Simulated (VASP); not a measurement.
Input of a VASP 6.6.1 run:

INCAR

```
  PREC = Accurate
  ENCUT = 600
  EDIFF = 1E-6
  ISMEAR = -1
  SIGMA = 0.05
  LREAL = F
  LASPH = T
  NELM = 100
  ALGO = Normal
  ISIF = 3
  LWAVE = F
  LCHARG = F
  IBRION = 2
  NSW = 70
  EDIFFG = -0.005
```

KPOINTS

```
Automatic mesh
0
Gamma
  8 8 8
```

POSCAR

```
Sr2Pt
1.0
    0.0000000000      3.8812947153      3.8812947153
    3.8812947153      0.0000000000      3.8812947153
    3.8812947153      3.8812947153      0.0000000000
Pt Sr
1 2
Direct
    0.0000000000      0.0000000000      0.0000000000
    0.2500000000      0.2500000000      0.2500000000
    0.7500000000      0.7500000000      0.7500000000
```

Potentials or basis: VASP PAW LDA potentials, release 64 (Pt, Sr_sv).

Launch:

```console
$ cat potpaw_LDA.64/Pt/POTCAR potpaw_LDA.64/Sr_sv/POTCAR > POTCAR
$ mpirun -np 1 vasp_std > vasp.out
```

Q: What does it give for the band gap on the k mesh?

A: Zero (band 15 reaches 3.68 eV, above the bottom of band 16 at 3.63 eV).

Q: Predict the relaxed volume.

A: 30.82 Å³/atom.

Final structure:
```cif
data_structure
_symmetry_space_group_name_H-M 'P 1'
_symmetry_Int_Tables_number 1
_cell_length_a 5.0754
_cell_length_b 5.0754
_cell_length_c 5.0754
_cell_angle_alpha 60.000
_cell_angle_beta 60.000
_cell_angle_gamma 60.000
_cell_volume 92.45
loop_
_atom_site_label
_atom_site_type_symbol
_atom_site_fract_x
_atom_site_fract_y
_atom_site_fract_z
_atom_site_occupancy
Pt1 Pt 0.00000 0.00000 0.00000 1
Sr1 Sr 0.25000 0.25000 0.25000 1
Sr2 Sr 0.75000 0.75000 0.75000 1
```

Caveat: the volume moved by over 15 % at a fixed basis, so the end points are rough; spin-orbit coupling is left out, which moves the levels of the heavy elements.
